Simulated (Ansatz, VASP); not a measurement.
**SnSe in VASP and in Ansatz**

```
Sn Se
1.0
     4.21971    0.00000    0.00000
     0.00000    4.21971    0.00000
     0.00000    0.00000    5.99363
Sn Se
2 2
Direct
  0.50000 0.00000 0.25005
  0.00000 0.50000 0.74995
  0.50000 0.00000 0.74995
  0.00000 0.50000 0.25005
```

Alike in both runs: functional r2SCAN; dispersion rVV10; k mesh 6 × 6 × 4; occupations gaussian, width 0.02 eV; no spin polarisation.

Ansatz relaxed the structure, and its values are those at the end. VASP's run is a single point on that final structure, the one shown.

```csv
,VASP,Ansatz
version,VASP 6.6.1,Ansatz 0.2.0
potentials or method,"VASP PAW PBE potentials, release 64 (Sn_d, Se), cutoff 520 eV","scalar-relativistic, plane waves, PAW"
valence electrons in the cell,40,60
```

|  | VASP | Ansatz | Ansatz less VASP |
| --- | --- | --- | --- |
| gap on the k mesh at the Fermi level (eV) | 0.59 | 0.59 | +0.001 |
| least direct gap on the mesh (eV) | 0.59 | 0.59 | +0.001 |
| pressure (GPa) | 0.1 | 0.0 | -0.14 |

VASP's potentials were made for PBE, not for r2SCAN. VASP's potentials hold 40 valence electrons a cell and Ansatz's 60, so a difference there can come from the potentials and not from the codes.
